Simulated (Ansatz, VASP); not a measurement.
# Two plane-wave programs on CeO2

```
Ce O
1.0
     0.00000    2.75123    2.75123
     2.75123    0.00000    2.75123
     2.75123    2.75123    0.00000
Ce O
1 2
Cartesian
  0.0000 0.0000 0.0000
  1.3756 1.3756 1.3756
  4.1268 4.1268 4.1268
```

Alike in both runs: task single point; functional revPBE; dispersion D4; k mesh 8 × 8 × 8; occupations gaussian, width 0.05 eV; no spin polarisation.

```csv
,VASP,Ansatz
version,VASP 6.6.1,Ansatz 0.2.0
potentials or method,"VASP PAW PBE potentials, release 64 (Ce, O), cutoff 520 eV","scalar-relativistic, plane waves, PAW"
valence electrons in the cell,24,24
```

Ansatz gave:

```
gap on the k mesh at the Fermi level (eV) : 1.85
least direct gap on the mesh (eV)         : 1.94
pressure (GPa)                            : -6.3
```

Estimate VASP's values.

gap on the k mesh at the Fermi level (eV): 1.81; least direct gap on the mesh (eV): 1.91; pressure (GPa): -6.3.

VASP's potentials were made for PBE, not for revPBE.

Spin-orbit coupling is off throughout.
